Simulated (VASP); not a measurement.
# SbSe2 (P-3m1) in VASP: a series of runs, part 2 of 2

VASP 6.6.1.

**3. Single point, PBE**

This run uses another cell than the first one, of 29.83 Å³/atom, 1.082 times its volume.

INCAR

```
PREC     = Accurate       # precision mode
ENCUT    = 520            # plane-wave cutoff, eV
EDIFF    = 1E-6           # SCF threshold, eV
ISMEAR   = 0              # smearing method
SIGMA    = 0.1            # smearing width, eV
LREAL    = False          # projectors in reciprocal space
LASPH    = True           # aspherical terms in the spheres
NELM     = 60             # most SCF steps
ALGO     = Normal         # electronic algorithm
ISIF     = 2              # what is computed and relaxed
LWAVE    = False          # write WAVECAR
LCHARG   = False          # write CHGCAR
GGA      = PE             # functional
NBANDS   = 16             # bands
```

KPOINTS

```
Automatic mesh
0
Gamma
  6 6 4
```

POSCAR

```
SbSe2
1.0
    3.8917024690      0.0000000000      0.0000000000
   -1.9458512345      3.3703132021      0.0000000000
    0.0000000000      0.0000000000      6.8236103648
Sb Se
1 2
Direct
    0.0000000000      0.0000000000      0.0000000000
    0.6666666667      0.3333333333      0.7550102105
    0.3333333333      0.6666666667      0.2449897895
```

Potentials or basis: VASP PAW PBE potentials, release 64 (Sb, Se).

Command:

```sh
$ cat potpaw_PBE.64/Sb/POTCAR potpaw_PBE.64/Se/POTCAR > POTCAR
$ mpirun -np 1 vasp_std > vasp.out
```

OUTCAR:

```text
PREC = Accurate
   ENCUT = 520
   EDIFF = 1E-6
   ISMEAR = 0
   LREAL = False
   LASPH = True
   NELM = 60
   ISIF = 2
   GGA = PE

 ion  position               nearest neighbor table
   1  0.000  0.000  0.000-   2 2.80   3 2.80   3 2.80   2 2.80   2 2.80   3 2.80
   2  0.667  0.333  0.755-   1 2.80   1 2.80   1 2.80
   3  0.333  0.667  0.245-   1 2.80   1 2.80   1 2.80

  LATTYP: Found a hexagonal cell.
 ALAT       =     3.8917024690
 C/A-ratio  =     1.7533741130

  Lattice vectors:

 A1 = (   3.8917024690,   0.0000000000,   0.0000000000)
 A2 = (  -1.9458512345,   3.3703132021,   0.0000000000)
 A3 = (   0.0000000000,   0.0000000000,   6.8236103648)

Analysis of symmetry for initial positions (statically):
=====================================================================
 Subroutine PRICEL returns:
 Original cell was already a primitive cell.

 Routine SETGRP: Setting up the symmetry group for a
 hexagonal supercell.

 Subroutine GETGRP returns: Found 12 space group operations
 (whereof 12 operations were pure point group operations)
 out of a pool of 24 trial point group operations.

[... 163 lines left out ...]

 E-fermi :   3.3902     XC(G=0):  -8.7274

 val. band max:        3.3884855675   @ k =   0.0000   0.0000   0.2500
 cond. band min:       3.4081369363   @ k =   0.3333   0.3333   0.2500
 fundamental gap:      0.0196513688
 Fermi energy:         3.3902236427

 k-point     1 :       0.0000    0.0000    0.0000
  band No.  band energies     occupation
      1     -10.8412      2.00000
      2      -9.2877      2.00000
      3      -4.4714      2.00000
      4       1.8701      2.00000
      5       1.9629      2.00000
      6       1.9629      2.00000
[... 433 lines left out ...]
      3      -5.9945      2.00000
      4      -1.1901      2.00000
      5      -1.1901      2.00000
      6      -0.8729      2.00000
[... 8 lines left out ...]
     15      11.2828      0.00000
     16      11.4025      0.00000

------------------------ aborting loop because EDIFF is reached ----------------------------------------

  FORCE on cell =-STRESS in cart. coord.  units (eV):
  Direction    XX          YY          ZZ          XY          YZ          ZX
  --------------------------------------------------------------------------------------
  -------------------------------------------------------------------------------------
  Total       -0.0348000     -0.0348000     -0.0240999      0.0000000      0.0000000      0.0000000
  in kB       -0.6229672     -0.6229672     -0.4314207      0.0000000      0.0000000      0.0000000
  external PRESSURE =      -0.5591184 kB  Pullay stress =       0.0000000 kB

 VOLUME and BASIS-vectors are now :
 -----------------------------------------------------------------------------
  energy-cutoff  :      520.00
  volume of cell :       89.50
      direct lattice vectors                 reciprocal lattice vectors
     3.891702469  0.000000000  0.000000000     0.256956951  0.148354165  0.000000000
    -1.945851235  3.370313202  0.000000000     0.000000000  0.296708329  0.000000000
     0.000000000  0.000000000  6.823610365     0.000000000  0.000000000  0.146549985

 POSITION                                       TOTAL-FORCE (eV/Angst)
 -----------------------------------------------------------------------------------
      0.00000      0.00000      0.00000        -0.000000      0.000000      0.000000
      1.94585      1.12344      5.15190        -0.000000      0.000000      0.003701
     -0.00000      2.24688      1.67171         0.000000     -0.000000     -0.003701
 -----------------------------------------------------------------------------------
    total drift:                               -0.000000      0.000000      0.000000

  FREE ENERGIE OF THE ION-ELECTRON SYSTEM (eV)
  ---------------------------------------------------
  free  energy   TOTEN  =       -11.6097674233 eV

  energy  without entropy=      -11.5930241816  energy(sigma->0) =      -11.60139580
```

OSZICAR:

```text
N       E                     dE             d eps       ncg     rms          rms(c)
DAV:   1     0.778248442573E+02    0.77825E+02   -0.59329E+03   768   0.819E+02
DAV:   2    -0.599196574384E+01   -0.83817E+02   -0.78378E+02  1064   0.147E+02
DAV:   3    -0.117970100137E+02   -0.58050E+01   -0.57478E+01   960   0.433E+01
DAV:   4    -0.118564119670E+02   -0.59402E-01   -0.59382E-01   992   0.511E+00
DAV:   5    -0.118571322966E+02   -0.72033E-03   -0.72032E-03   992   0.582E-01    0.459E+00
DAV:   6    -0.116075593019E+02    0.24957E+00   -0.28960E-01   888   0.343E+00    0.298E+00
DAV:   7    -0.116087623732E+02   -0.12031E-02   -0.12194E-01   880   0.159E+00    0.112E+00
DAV:   8    -0.116093013733E+02   -0.53900E-03   -0.37257E-03   960   0.443E-01    0.341E-01
DAV:   9    -0.116097481027E+02   -0.44673E-03   -0.12080E-03   992   0.239E-01    0.951E-02
DAV:  10    -0.116097520278E+02   -0.39251E-05   -0.70091E-05   952   0.537E-02    0.390E-02
DAV:  11    -0.116097687175E+02   -0.16690E-04   -0.30847E-05   952   0.358E-02    0.786E-03
DAV:  12    -0.116097673457E+02    0.13718E-05   -0.42893E-06   976   0.129E-02    0.704E-03
DAV:  13    -0.116097674233E+02   -0.77545E-07   -0.13962E-06   720   0.690E-03
   1 F= -.11609767E+02 E0= -.11601396E+02  d E =-.167432E-01
```

stdout:

```text
POSCAR found type information on POSCAR SbSe
 POSCAR found :  2 types and       3 ions
 scaLAPACK will be used
 LDA part: xc-table for (Slater+PW92), standard interpolation
 POSCAR, INCAR and KPOINTS ok, starting setup
 FFT: planning ... GRIDC
 FFT: planning ... GRID_SOFT
 FFT: planning ... GRID
 WAVECAR not read
 entering main loop
```

Run time: 35 s. Hardware: 1 thread of Intel Xeon Platinum 8488C (Sapphire Rapids), shared host; peak memory 0.21 GiB.

What came out:

```yaml
Free_energy: -11.6098 eV
Pressure: -0.1 GPa
Largest_force: 0.004 eV/Å
```

Forces in eV/Å, atoms in the order of the input:
```
Sb   0.000  0.000  0.000
Se   0.000  0.000  0.004
Se   0.000  0.000 -0.004
```

Caveat: spin-orbit coupling is left out, which moves the levels of the heavy elements; this functional lacks dispersion, which binds the layers, so the pressure and a relaxed spacing across them are unreliable.

**4. Relaxation of cell and atoms, PBE**

INCAR

```
SYSTEM = SbSe2
PREC = Accurate ; ENCUT = 600
EDIFF = 1E-7 ; ISMEAR = 0
SIGMA = 0.1 ; LREAL = .FALSE.
LASPH = .TRUE. ; NELM = 100
ALGO = Normal ; ISIF = 3
LWAVE = .FALSE. ; LCHARG = .FALSE.
GGA = PE ; IBRION = 2
NSW = 90 ; EDIFFG = -0.04
```

KPOINTS

```
Automatic mesh
0
G
  6 6 4
  0 0 0
```

POSCAR

```
SbSe2
1.0
    3.7422370200      0.0000000000      0.0000000000
   -1.8711185100      3.2408723300      0.0000000000
    0.0000000000      0.0000000000      6.8232374400
Sb Se
1 2
Direct
    0.0000000000      0.0000000000      0.0000000000
    0.6666666700      0.3333333300      0.7542821200
    0.3333333300      0.6666666700      0.2457178800
```

Command:

```sh
$ cat potpaw_PBE.64/Sb/POTCAR potpaw_PBE.64/Se/POTCAR > POTCAR
$ mpirun -np 1 vasp_std > vasp.out
```

It took 98 s on 1 thread of Intel Xeon Platinum 8488C (Sapphire Rapids), shared host; peak memory 0.24 GiB.

Results (log left out):

```yaml
Free_energy: -11.6097 eV
Relaxed_volume: 29.71 Å³/atom
Relaxed_cell: a = 3.888 Å, b = 3.888 Å, c = 6.806 Å, α = 90.00°, β = 90.00°, γ = 120.00°
Space_group_after_relaxing_to_0.05_Å: P-3m1 (No. 164)
Energy_gained_by_relaxing: 34.2 meV/atom
Ionic_steps: 5
Pressure_after_relaxing: 0.0 GPa
Largest_force_after_relaxing: 0.005 eV/Å
```

Forces in eV/Å, atoms in the order of the input:
```
Sb   0.000  0.000  0.000
Se   0.000  0.000 -0.005
Se   0.000  0.000  0.005
```

The path:
| step | energy change (eV) | largest force (eV/Å) | pressure (GPa) | volume (Å³) |
| --- | --- | --- | --- | --- |
| 1 | 0.0000 | 0.4431 | 4.63 | 82.75 |
| 2 | -0.0568 | 0.5479 | -2.38 | 92.66 |
| 3 | -0.0901 | 0.2066 | -0.09 | 88.65 |
| 4 | -0.1007 | 0.0764 | -0.02 | 88.94 |
| 5 | -0.1027 | 0.0048 | 0.03 | 89.12 |

Final structure:
```
Sb Se
1.0
     3.88848    0.00000    0.00000
    -1.94424    3.36752    0.00000
     0.00000    0.00000    6.80607
Sb Se
1 2
Direct
  0.00000 0.00000 0.00000
  0.66667 0.33333 0.75434
  0.33333 0.66667 0.24566
```

Levels at points of the mesh, in eV from the Fermi level:
| k point | band 6 | band 7 | band 8 | band 9 | band 10 | band 11 |
| --- | --- | --- | --- | --- | --- | --- |
| (0.00, 0.00, 0.00) | -1.43 | -0.85 | -0.85 | -0.66 | 1.69 | 2.59 |
| (0.50, 0.00, 0.00) | -3.16 | -1.91 | -1.01 | -0.49 | 2.25 | 3.42 |
| (0.00, 0.00, 0.50) | -1.46 | -0.78 | -0.78 | 0.48 | 1.39 | 2.47 |
| (0.50, 0.00, 0.50) | -3.09 | -1.51 | -1.20 | -0.99 | 2.83 | 3.01 |

Caveat: spin-orbit coupling is left out, which moves the levels of the heavy elements; this functional lacks dispersion, which binds the layers, so the pressure and a relaxed spacing across them are unreliable.

**5. Single point, PBE**

This run uses another cell than the first one, of 28.87 Å³/atom, 1.046 times its volume.

INCAR

```
  ALGO = Normal
  EDIFF = 1E-6
  ENCUT = 520
  GGA = PE
  ISIF = 2
  ISMEAR = 0
  LASPH = True
  LCHARG = False
  LREAL = False
  LWAVE = False
  NBANDS = 16
  NELM = 80
  PREC = Accurate
  SIGMA = 0.1
```

KPOINTS

```
k-points
0
Gamma
  12 12 8
```

POSCAR

```
SbSe2
1.0
    3.8922873493      0.0000000000      0.0000000000
   -1.9461436747      3.3708197233      0.0000000000
    0.0000000000      0.0000000000      6.6003146964
Sb Se
1 2
Direct
    0.0000000000      0.0000000000      0.0000000000
    0.6666666667      0.3333333333      0.7463127642
    0.3333333333      0.6666666667      0.2536872358
```

Command:

```sh
$ cat potpaw_PBE.64/Sb/POTCAR potpaw_PBE.64/Se/POTCAR > POTCAR
$ mpirun -np 1 vasp_std > vasp.out
```

Run time: 2.2 min. Hardware: 1 thread of Intel Xeon Platinum 8488C (Sapphire Rapids), shared host; peak memory 0.32 GiB.

The run converged. Its results:

| Quantity | Value |
| --- | --- |
| Free energy | -11.6107 eV |
| Pressure | 0.0 GPa |
| Largest force | 0.004 eV/Å |

Forces on the atoms (eV/Å):
```
Sb   0.000  0.000  0.000
Se   0.000  0.000  0.004
Se   0.000  0.000 -0.004
```

Levels at points of the mesh, in eV from the Fermi level:
```csv
k point,band 6,band 7,band 8,band 9,band 10,band 11,band 12,band 13
"(0.00, 0.00, 0.00)",-1.42,-0.91,-0.91,-0.77,1.71,2.57,2.57,6.46
"(0.50, 0.00, 0.00)",-3.20,-2.05,-1.01,-0.42,2.16,3.30,4.42,4.43
"(0.00, 0.00, 0.50)",-1.50,-0.80,-0.80,0.56,1.35,2.40,2.40,6.63
"(0.50, 0.00, 0.50)",-3.10,-1.58,-1.28,-0.98,2.77,2.98,3.79,4.65
```

Caveat: spin-orbit coupling is left out, which moves the levels of the heavy elements; this functional lacks dispersion, which binds the layers, so the pressure and a relaxed spacing across them are unreliable.

**6. Overview**

```csv
task,cell,k mesh,cutoff (eV),gap on the mesh (eV),pressure (GPa)
single point,"a = 3.742, b = 3.742, c = 6.823 Å, angles 90.0, 90.0, 120.0°, 3 atoms",6 × 6 × 4,520,none,4.6
single point,"a = 3.892, b = 3.892, c = 6.824 Å, angles 90.0, 90.0, 120.0°, 3 atoms",6 × 6 × 4,520,none,-0.1
relaxation of cell and atoms,"relaxed from a = 3.742, b = 3.742, c = 6.823 Å, angles 90.0, 90.0, 120.0°, 3 atoms",6 × 6 × 4,600,none,0.0
single point,"a = 3.892, b = 3.892, c = 6.600 Å, angles 90.0, 90.0, 120.0°, 3 atoms",12 × 12 × 8,520,none,0.0
```

Alike in all rows: level PBE; potentials or basis VASP PAW PBE potentials, release 64 (Sb, Se); no spin polarisation; smearing gaussian 0.1 eV.

Caveats: spin-orbit coupling is left out, which moves the levels of the heavy elements; this functional lacks dispersion, which binds the layers, so the pressure and a relaxed spacing across them are unreliable.

Total energies depend on the potentials used, so only differences within one code and one set of settings carry meaning.
